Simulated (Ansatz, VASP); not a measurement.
## SnSe in VASP and in Ansatz

```
CELL_PARAMETERS angstrom
4.15160 0.00000 0.00000
0.00000 4.15160 0.00000
0.00000 0.00000 5.68450
ATOMIC_POSITIONS crystal
Sn 0.50000 0.00000 0.25009
Sn 0.00000 0.50000 0.74991
Se 0.50000 0.00000 0.74994
Se 0.00000 0.50000 0.25006
```

Alike in both runs: task single point; functional PBE; dispersion D3(BJ); k mesh 8 × 8 × 6; occupations gaussian, width 0.03 eV; no spin polarisation.

```csv
,VASP,Ansatz
version,VASP 6.6.1,Ansatz 0.2.0
potentials or method,"VASP PAW PBE potentials, release 64 (Sn_d, Se), cutoff 520 eV","scalar-relativistic, plane waves, PAW"
valence electrons in the cell,40,60
```

```csv
,VASP,Ansatz,Ansatz less VASP
gap on the k mesh at the Fermi level (eV),0.38,0.39,+0.001
least direct gap on the mesh (eV),0.39,0.39,-0.001
pressure (GPa),5.7,5.6,-0.03
"traceless stress, the component that is largest in VASP (GPa)",4.35,4.34,-0.011
```

VASP's potentials hold 40 valence electrons a cell and Ansatz's 60, so a difference there can come from the potentials and not from the codes.
